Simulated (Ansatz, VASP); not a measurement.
**Two plane-wave programs on MoS2**

```
Mo S
1.0
    -3.14948    0.00000    0.00000
    -1.57474   -2.72753    0.00000
    -2.09966   -2.27294   13.29006
Mo S
2 4
Cartesian
  0.0000 0.0000 0.7834
  0.0000 0.0000 7.4285
  -1.5747 -0.9092 8.9953
  -1.5747 -0.9092 2.3503
  -1.5747 -0.9092 12.5067
  -1.5747 -0.9092 5.8617
```

Alike in both runs: task single point; functional PBE; dispersion D3(BJ); k mesh 10 × 10 × 2; occupations gaussian, width 0.05 eV; no spin polarisation.

|  | VASP | Ansatz |
| --- | --- | --- |
| version | VASP 6.6.1 | Ansatz 0.2.0 |
| potentials or method | VASP PAW PBE potentials, release 64 (Mo_sv, S), cutoff 520 eV | scalar-relativistic, plane waves, PAW |
| valence electrons in the cell | 52 | 52 |

|  | VASP | Ansatz | Ansatz less VASP |
| --- | --- | --- | --- |
| gap on the k mesh at the Fermi level (eV) | none | none | - |
| pressure (GPa) | 4.1 | 4.3 | +0.16 |
| traceless stress, the component that is largest in VASP (GPa) | -6.32 | -6.36 | -0.035 |
| rms of the force components (eV/Å) | 1.569 | 1.577 | +0.0081 |

Atom by atom the forces differ by 0.012 eV/Å (rms over components). A gap of «none» marks a metal or a gap that the smearing closes.
